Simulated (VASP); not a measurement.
Crystal: AlN.

```
CELL_PARAMETERS angstrom
0.00000 2.06129 2.06129
2.06129 0.00000 2.06129
2.06129 2.06129 0.00000
ATOMIC_POSITIONS crystal
Al 0.50000 0.50000 0.50000
N 0.00000 0.00000 0.00000
```

This cell differs from its parent crystal: volume scaled by 1.04.

Base run:

| Item | Value |
| --- | --- |
| Program | VASP 6.6.1 |
| Functional | PBEsol |
| Potentials or basis | VASP PAW PBE potentials, release 64 (Al, N) |
| Cutoff | 520 eV |
| k mesh | 11 × 11 × 11 |
| Occupations | fermi-dirac, width 0.05 eV |
| Spin | no spin polarisation |

Its results: band gap on the k mesh 4.14 eV, indirect (least direct gap 4.86 eV); pressure -13.4 GPa.

Question: The run is repeated on the same cell with these changes: functional from PBEsol to PBE; further incar settings from ALGO = Normal; EDIFF = 1e-06; NBANDS = 11 to ALGO = Normal; EDIFF = 1e-07; NBANDS = 11. What comes out?

Answer: Band gap on the k mesh 4.19 eV, indirect (least direct gap 4.86 eV); pressure -9.1 GPa.

Caveats: the PAW data sets were made with another functional, which shifts forces and pressure a little (some runs).

A k mesh can miss the band edges.
